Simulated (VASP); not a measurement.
Set up this calculation in VASP 6.6.1, as the native input.

| Item | Value |
| --- | --- |
| Task | electric field gradients |
| Functional | PBEsol |
| Potentials or basis | VASP PAW PBE potentials, release 64 (K_sv, Cl) |
| Cutoff | 520 eV |
| k mesh | 7 × 7 × 7 |
| Occupations | fermi-dirac, width 0.03 eV |
| Spin | no spin polarisation |
| Dipole correction | no |
| Further INCAR settings | ALGO = Normal; EDIFF = 1e-08; NBANDS = 15 |

The structure of KCl lies in POSCAR:

```
KCl
1.0
    0.0000000000      3.0916717177      3.0916717177
    3.0916717177      0.0000000000      3.0916717177
    3.0916717177      3.0916717177      0.0000000000
K Cl
1 1
Direct
    0.0000000000      0.0000000000      0.0000000000
    0.5000000000      0.5000000000      0.5000000000
```

One way to write it, as run:

INCAR

```
SYSTEM = KCl
PREC     = Accurate       ! precision mode
ENCUT    = 520            ! plane-wave cutoff, eV
EDIFF    = 1E-8           ! SCF threshold, eV
ISMEAR   = -1             ! smearing method
SIGMA    = 0.03           ! smearing width, eV
LREAL    = .FALSE.        ! projectors in reciprocal space
LASPH    = .TRUE.         ! aspherical terms in the spheres
NELM     = 60             ! most SCF steps
ALGO     = Normal         ! electronic algorithm
ISIF     = 2              ! what is computed and relaxed
LWAVE    = .FALSE.        ! write WAVECAR
LCHARG   = .FALSE.        ! write CHGCAR
GGA      = PS             ! functional
LEFG     = .TRUE.       
NBANDS   = 15             ! bands
```

KPOINTS

```
Automatic mesh
0
G
  7 7 7
  0 0 0
```

Potentials or basis: VASP PAW PBE potentials, release 64 (K_sv, Cl).

The run is started by

```sh
$ cat potpaw_PBE.64/K_sv/POTCAR potpaw_PBE.64/Cl/POTCAR > POTCAR
$ mpirun -np 1 vasp_std > vasp.out
```

It gave:

```yaml
Pressure: 0.6 GPa
Band_gap_on_the_k_mesh: 5.19 eV
Largest_electric_field_gradient_by_atom: under 0.05 V/Å² on every atom
```

Caveat: the PAW data sets were made with another functional, which shifts forces and pressure a little.

Run time: 23 s on 1 thread of Intel(R) Xeon(R) Platinum 8259CL CPU @ 2.50GHz (Skylake/Cascade Lake) (shared host), peak memory 0.2 GiB.
